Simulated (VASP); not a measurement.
A run of VASP 6.6.1:

File INCAR:

```
SYSTEM = W3N2
ALGO     = Normal         ! electronic algorithm
EDIFF    = 1E-6           ! SCF threshold, eV
ENCUT    = 520            ! plane-wave cutoff, eV
GGA      = PE             ! functional
ISIF     = 2              ! what is computed and relaxed
ISMEAR   = 0              ! smearing method
LASPH    = .True.         ! aspherical terms in the spheres
LCHARG   = .False.        ! write CHGCAR
LREAL    = .False.        ! projectors in reciprocal space
LWAVE    = .False.        ! write WAVECAR
NBANDS   = 34             ! bands
NELM     = 60             ! most SCF steps
PREC     = Accurate       ! precision mode
SIGMA    = 0.1            ! smearing width, eV
```

File KPOINTS:

```
k-points
0
Gamma
  6 6 6
  0 0 0
```

File POSCAR:

```
W3N2
1.0
    1.5774296321      0.9107294227      7.3121865046
   -1.5774296321      0.9107294227      7.3121865046
    0.0000000000     -1.8214588454      7.3121865046
W N
3 2
Direct
    0.0000000000      0.0000000000      0.0000000000
    0.2095000000      0.2095000000      0.2095000000
    0.7905000000      0.7905000000      0.7905000000
    0.4000000000      0.4000000000      0.4000000000
    0.6000000000      0.6000000000      0.6000000000
```

Potentials or basis: VASP PAW PBE potentials, release 64 (W_sv, N).

The run is started by

```console
$ cat potpaw_PBE.64/W_sv/POTCAR potpaw_PBE.64/N/POTCAR > POTCAR
$ mpirun -np 1 vasp_std > vasp.out
```

Hardware: 1 thread of AMD EPYC 7R13 Processor (Zen 3), with other jobs on the host.

Problem. Estimate the wall time of this run.

Solution. Wall time 5.5 min on 1 thread of AMD EPYC 7R13 Processor (Zen 3), on a shared host, peak memory 0.39 GiB. Counts: scf iterations 15, k points 32.
